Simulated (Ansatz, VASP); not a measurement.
# Ga: VASP beside Ansatz

The input INCAR:

```
PREC = Accurate
ENCUT = 500
EDIFF = 1E-6
ISMEAR = 0
SIGMA = 0.1
LREAL = F
LASPH = T
NELM = 120
ALGO = Normal
ISIF = 2
LWAVE = F
LCHARG = F
GGA = PE
NBANDS = 12
GGA_COMPAT = F
```

File KPOINTS:

```
regular mesh
0
Gamma
  8 8 8
```

POSCAR

```
Ga
1.0
    0.0000000000      2.0318758312      2.0318758312
    2.0318758312      0.0000000000      2.0318758312
    2.0318758312      2.0318758312      0.0000000000
Ga
1
Direct
    0.0000000000      0.0000000000      0.0000000000
```

Input for Ansatz:

```yaml
crystal:
  lattice:
    - [0.0, 2.0318758312, 2.0318758312]
    - [2.0318758312, 0.0, 2.0318758312]
    - [2.0318758312, 2.0318758312, 0.0]
  atoms:
    - { symbol: Ga, position: [0.0, 0.0, 0.0] }
basis:
  ecutwfc: 420
kpoints:
  mp_grid: { grid: [8, 8, 8] }
hamiltonian:
  xc: pbe
scf:
  occupations: { method: gaussian, width: 0.1 }
output:
  forces: true
  stress: true
  eigenvalues: true
```

Alike in both runs: task single point; functional PBE; k mesh 8 × 8 × 8; occupations gaussian, width 0.1 eV; no spin polarisation.

```csv
,VASP,Ansatz
version,VASP 6.6.1,Ansatz 0.2.0
potentials or method,"VASP PAW PBE potentials, release 64 (Ga_d), cutoff 500 eV","scalar-relativistic, plane waves, PAW"
valence electrons in the cell,13,13
```

VASP gave:

```
gap on the k mesh at the Fermi level (eV) : none
pressure (GPa)                            : 8.3
```

Question: What did Ansatz give for the same quantities?

Answer: gap on the k mesh at the Fermi level (eV): none; pressure (GPa): 8.2.

A gap of «none» marks a metal or a gap that the smearing closes. The functional is the same, so the differences come from potentials, cutoffs and numerics.
